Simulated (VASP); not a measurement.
A run of VASP 6.6.1 is set up as follows.

File INCAR:

```
SYSTEM = ZnSe
PREC = Accurate
ENCUT = 520
EDIFF = 1E-6
ISMEAR = 0
SIGMA = 0.01
LREAL = .FALSE.
LASPH = .TRUE.
NELM = 80
ALGO = Normal
ISIF = 2
LWAVE = .FALSE.
LCHARG = .FALSE.
GGA = PE
NBANDS = 16
```

KPOINTS

```
regular mesh
0
G
  6 6 6
  0 0 0
```

File POSCAR:

```
ZnSe
1.0
    0.0000000000      2.8076305106      2.8076305106
    2.8076305106      0.0000000000      2.8076305106
    2.8076305106      2.8076305106      0.0000000000
Zn Se
1 1
Direct
    0.0000000000      0.0000000000      0.0000000000
    0.2500000000      0.2500000000      0.2500000000
```

Potentials or basis: VASP PAW PBE potentials, release 64 (Zn, Se).

Command:

```sh
$ cat potpaw_PBE.64/Zn/POTCAR potpaw_PBE.64/Se/POTCAR > POTCAR
$ mpirun -np 1 vasp_std > vasp.out
```

Task: Predict the band gap on the k mesh.

Result: 1.40 eV, direct.

Task: Predict the pressure.

Result: 4.3 GPa.
